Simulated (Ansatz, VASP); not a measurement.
**Two plane-wave programs on ScTe2**

File INCAR:

```
SYSTEM = ScTe2
ALGO = Normal
EDIFF = 1E-6
ENCUT = 520
GGA = PE
ISIF = 2
ISMEAR = 0
LASPH = .TRUE.
LCHARG = .TRUE.
LELF = .TRUE.
LREAL = .FALSE.
LVHAR = .TRUE.
LWAVE = .FALSE.
NBANDS = 18
NELM = 100
PREC = Accurate
SIGMA = 0.05
```

The input KPOINTS:

```
k-points
0
G
  8 8 8
  0 0 0
```

File POSCAR:

```
ScTe2
1.0
    0.0000000000      3.5863671856      3.5863671856
    3.5863671856      0.0000000000      3.5863671856
    3.5863671856      3.5863671856      0.0000000000
Sc Te
1 2
Direct
    0.0000000000      0.0000000000      0.0000000000
    0.2500000000      0.2500000000      0.2500000000
    0.7500000000      0.7500000000      0.7500000000
```

Input for Ansatz:

```yaml
crystal:
  lattice:
    - [0.0, 3.5863671856, 3.5863671856]
    - [3.5863671856, 0.0, 3.5863671856]
    - [3.5863671856, 3.5863671856, 0.0]
  atoms:
    - { symbol: Sc, position: [0.0, 0.0, 0.0] }
    - { symbol: Te, position: [0.25, 0.25, 0.25] }
    - { symbol: Te, position: [0.75, 0.75, 0.75] }
basis:
  ecutwfc: 420
  ecutrho_ratio: 4
kpoints:
  mp_grid: { grid: [8, 8, 8] }
hamiltonian:
  xc: pbe
scf:
  occupations: { method: gaussian, width: 0.05 }
output:
  forces: true
  stress: true
  eigenvalues: true
```

Alike in both runs: task single point; functional PBE; k mesh 8 × 8 × 8; occupations gaussian, width 0.05 eV; no spin polarisation.

```csv
,VASP,Ansatz
version,VASP 6.6.1,Ansatz 0.2.0
potentials or method,"VASP PAW PBE potentials, release 64 (Sc_sv, Te), cutoff 520 eV","scalar-relativistic, plane waves, PAW"
valence electrons in the cell,23,43
```

```csv
,VASP,Ansatz,Ansatz less VASP
gap on the k mesh at the Fermi level (eV),none,none,-
pressure (GPa),-1.0,-1.0,-0.05
```

A gap of «none» marks a metal or a gap that the smearing closes. VASP's potentials hold 23 valence electrons a cell and Ansatz's 43, so a difference there can come from the potentials and not from the codes.

Neither program's run includes spin-orbit coupling.
